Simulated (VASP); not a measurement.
Wanted: the native input for a VASP 6.6.1 run.

- Task: single point
- Functional: PBE0
- Potentials or basis: VASP PAW PBE potentials, release 64 (Te, Cd)
- Cutoff: 520 eV
- k mesh: 4 × 4 × 4
- Occupations: fermi-dirac, width 0.05 eV
- Spin: no spin polarisation
- Dipole correction: no
- Grid for exact exchange (PRECFOCK): Normal
- Further INCAR settings: ALGO = Normal; EDIFF = 1e-07; NBANDS = 16
- Share of exact exchange: 0.25

The system is CdTe.

```xyz
2
Lattice="0.0000 3.2050 3.2050 3.2050 0.0000 3.2050 3.2050 3.2050 0.0000" Properties=species:S:1:pos:R:3 pbc="T T T"
Te    4.8075    4.8075    4.8075
Cd    0.0000    0.0000    0.0000
```

These files were run (other wordings do the same):

POSCAR

```
CdTe
1.0
    0.0000000000      3.2050000000      3.2050000000
    3.2050000000      0.0000000000      3.2050000000
    3.2050000000      3.2050000000      0.0000000000
Te Cd
1 1
Direct
    0.7500000000      0.7500000000      0.7500000000
    0.0000000000      0.0000000000      0.0000000000
```

INCAR.step1

```
PREC = Accurate ; ENCUT = 520
EDIFF = 1E-5 ; ISMEAR = -1
SIGMA = 0.05 ; LREAL = F
LASPH = T ; NELM = 60
ALGO = Normal ; ISIF = 2
LWAVE = T ; NBANDS = 16
GGA = PE
```

INCAR.step2

```
PREC = Accurate ; ENCUT = 520
EDIFF = 1E-7 ; ISMEAR = -1
SIGMA = 0.05 ; LREAL = F
LASPH = T ; NELM = 60
ALGO = Normal ; ISIF = 2
LWAVE = F ; LCHARG = T
GGA = PE ; LHFCALC = T
AEXX = 0.25 ; PRECFOCK = Normal
LELF = T ; LVHAR = T
NBANDS = 16 ; ISTART = 1
```

KPOINTS

```
Automatic mesh
0
Gamma
  4 4 4
```

Potentials or basis: VASP PAW PBE potentials, release 64 (Te, Cd).

The run is started by

```bash
$ cat potpaw_PBE.64/Te/POTCAR potpaw_PBE.64/Cd/POTCAR > POTCAR
$ cp INCAR.step1 INCAR
$ mpirun -np 1 vasp_std > vasp.out
$ cp INCAR.step2 INCAR
$ mpirun -np 1 vasp_std > vasp.out
```

It gave:

```yaml
Pressure: 3.4 GPa
Band_gap_on_the_k_mesh: 2.36 eV
```

Caveat: the k points lie up to 0.42 Å⁻¹ apart; the PAW data sets were made with another functional, which shifts forces and pressure a little; spin-orbit coupling is left out, which moves the levels of the heavy elements.

It took 26 min on 1 thread of Intel(R) Xeon(R) Platinum 8259CL CPU @ 2.50GHz (Skylake/Cascade Lake), on a shared host, peak memory 0.22 GiB.
